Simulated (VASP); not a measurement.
## Si: relaxation of cell and atoms with PBEsol

The system is Si.

```
Si
1.0
     0.00000    2.71550    2.71550
     2.71550    0.00000    2.71550
     2.71550    2.71550    0.00000
Si
2
Direct
  0.00000 0.00000 0.00000
  0.25000 0.25000 0.25000
```

```yaml
Program: VASP 6.6.1
Task: relaxation of cell and atoms
Functional: PBEsol
Potentials_or_basis: VASP PAW PBE potentials, release 64 (Si)
Cutoff: 500 eV
k_mesh: 10 × 10 × 10
Occupations: gaussian, width 0.02 eV
Spin: no spin polarisation
Dipole_correction: no
Further_INCAR_settings: ALGO = Normal; EDIFF = 1e-07; IBRION = 2; EDIFFG = -0.002; NSW = 100; ISIF = 3
```

```json
{
  "Relaxed volume": "20.07 Å³/atom",
  "Relaxed cell": "a = 3.844 Å, b = 3.844 Å, c = 3.844 Å, α = 60.00°, β = 60.00°, γ = 60.00°",
  "Space group after relaxing (to 0.05 Å)": "Fd-3m (No. 227)",
  "Energy gained by relaxing": "0.0 meV/atom",
  "Ionic steps": "3",
  "Pressure after relaxing": "0.0 GPa",
  "Band gap on the k mesh": "0.47 eV, indirect (least direct gap 2.52 eV)"
}
```

Final structure:
```
Si
1.0
     0.00000    2.71779    2.71779
     2.71779    0.00000    2.71779
     2.71779    2.71779    0.00000
Si
2
Direct
  0.00000 0.00000 0.00000
  0.25000 0.25000 0.25000
```

Levels at points of the mesh, in eV from the valence-band top:
```
           k point  band 1  band 2  band 3  band 4  band 5  band 6  band 7  band 8
(0.00, 0.00, 0.00)  -11.97    0.00    0.00    0.00    2.52    2.52    2.52    3.29
(0.50, 0.00, 0.00)   -9.63   -7.00   -1.20   -1.20    1.46    3.27    3.27    7.51
(0.50, 0.50, 0.00)   -7.82   -7.82   -2.87   -2.87    0.59    0.59   10.04   10.04
```

Wall time 10 s on 1 thread of Intel(R) Xeon(R) 6975P-C (Granite Rapids), with other jobs on the host, peak memory 0.15 GiB.

Caveat: the PAW data sets were made with another functional, which shifts forces and pressure a little. Expect the measured gap to be larger: semilocal functionals such as PBEsol lack the derivative discontinuity.
